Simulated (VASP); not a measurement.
CaO:

```
CELL_PARAMETERS angstrom
3.99198 0.00000 0.00000
-1.99599 3.45715 0.00000
0.00000 0.00000 4.78484
ATOMIC_POSITIONS crystal
Ca 0.33333 0.66667 0.75000
Ca 0.66667 0.33333 0.25000
O 0.33333 0.66667 0.25000
O 0.66667 0.33333 0.75000
```

Base run:

```yaml
Program: VASP 6.6.1
Functional: PBEsol
Potentials_or_basis: VASP PAW PBE potentials, release 64 (Ca_sv, O)
Cutoff: 520 eV
k_mesh: 6 × 6 × 6
Occupations: gaussian, width 0.01 eV
Spin: no spin polarisation
```

Its results: band gap on the k mesh 3.03 eV; pressure -1.9 GPa.

**Question.** The run is repeated on the same cell with these changes: functional from PBEsol to BLYP. What comes out?

**Answer.** Band gap on the k mesh 3.37 eV; pressure 3.7 GPa.

BLYP binds less tightly than PBEsol, so the same cell stands under more pressure.

Caveats: the PAW data sets were made with another functional, which shifts forces and pressure a little; the cell stands under pressure (at least some runs).

A k mesh can miss the band edges.
